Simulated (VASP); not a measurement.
Input of a VASP 6.6.1 run:

The input INCAR:

```
  PREC = Accurate
  ENCUT = 520
  EDIFF = 1E-7
  ISMEAR = 1
  SIGMA = 0.005
  LREAL = False
  LASPH = True
  NELM = 60
  ALGO = Normal
  ISIF = 2
  LWAVE = False
  LCHARG = False
  GGA = PE
  NBANDS = 18
```

The input KPOINTS:

```
Automatic mesh
0
Gamma
  12 12 9
```

POSCAR

```
Ag
1.0
    2.0739900230      2.0739900230      0.0000000000
   -2.0739900230      2.0739900230      0.0000000000
    0.0000000000      0.0000000000      4.1479800459
Ag
2
Direct
    0.0000000000      0.0000000000      0.0000000000
    0.5000000000      0.5000000000      0.5000000000
```

Potentials or basis: VASP PAW PBE potentials, release 64 (Ag).

Run with:

```sh
$ cat potpaw_PBE.64/Ag/POTCAR > POTCAR
$ mpirun -np 1 vasp_std > vasp.out
```

(1) What does it give for the pressure?

(2) Estimate the band gap on the k mesh.

## Answers

(1) 0.0 GPa.

(2) zero (bands 11 and 12 overlap by 8.40 eV).
